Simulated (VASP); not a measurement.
Wanted: the native input for a VASP 6.6.1 run.

- Task: single point
- Functional: r2SCAN
- Potentials or basis: VASP PAW PBE potentials, release 64 (Ba_sv, Ti_sv, O)
- Cutoff: 520 eV
- k mesh: 6 × 6 × 6
- Occupations: gaussian, width 0.05 eV
- Spin: no spin polarisation
- Dipole correction: no
- Further INCAR settings: ALGO = Normal; EDIFF = 1e-06; NBANDS = 28

BaTiO3:

```
CELL_PARAMETERS angstrom
2.80459 1.61923 2.29525
-2.80459 1.61923 2.29525
0.00000 -3.23846 2.29525
ATOMIC_POSITIONS crystal
Ba 0.99938 0.99938 0.99938
Ti 0.48935 0.48935 0.48935
O 0.50835 0.50835 0.01377
O 0.01377 0.50835 0.50835
O 0.50835 0.01377 0.50835
```

One way to write it, as run:

POSCAR

```
BaTiO3
1.0
    2.8045856475      1.6192282786      2.2952478793
   -2.8045856475      1.6192282786      2.2952478793
    0.0000000000     -3.2384565571      2.2952478794
Ba Ti O
1 1 3
Direct
   -0.0006162607     -0.0006162607     -0.0006162607
    0.4893478111      0.4893478111      0.4893478111
    0.5083514993      0.5083514993      0.0137654510
    0.0137654510      0.5083514993      0.5083514993
    0.5083514993      0.0137654510      0.5083514993
```

INCAR.step1

```
PREC = Accurate
ENCUT = 520
ISMEAR = 0
SIGMA = 0.05
LREAL = F
LASPH = T
NELM = 100
NBANDS = 28
GGA = PE
ALGO = Normal
EDIFF = 1E-4
LWAVE = T
LCHARG = F
```

INCAR.step2

```
PREC = Accurate
ENCUT = 520
EDIFF = 1E-6
ISMEAR = 0
SIGMA = 0.05
LREAL = F
LASPH = T
NELM = 100
ALGO = Normal
ISIF = 2
LWAVE = F
LCHARG = T
METAGGA = R2SCAN
LMIXTAU = T
LELF = T
LVHAR = T
NBANDS = 28
ISTART = 1
```

KPOINTS

```
regular mesh
0
Gamma
  6 6 6
```

Potentials or basis: VASP PAW PBE potentials, release 64 (Ba_sv, Ti_sv, O).

The run is started by

```console
$ cat potpaw_PBE.64/Ba_sv/POTCAR potpaw_PBE.64/Ti_sv/POTCAR potpaw_PBE.64/O/POTCAR > POTCAR
$ cp INCAR.step1 INCAR
$ mpirun -np 1 vasp_std > vasp.out
$ cp INCAR.step2 INCAR
$ mpirun -np 1 vasp_std > vasp.out
```

It gave:

```json
{
  "Pressure": "7.5 GPa",
  "Largest force": "0.136 eV/Å",
  "Band gap on the k mesh": "2.59 eV (least direct gap 2.88 eV)"
}
```

Caveat: the cell stands under pressure; the PAW data sets were made with another functional, which shifts forces and pressure a little; spin-orbit coupling is left out, which moves the levels of the heavy elements.

Run time: 4.1 min on 1 thread of AMD EPYC 7R43 64-Core Processor (Zen 3), on a shared host, peak memory 0.17 GiB.
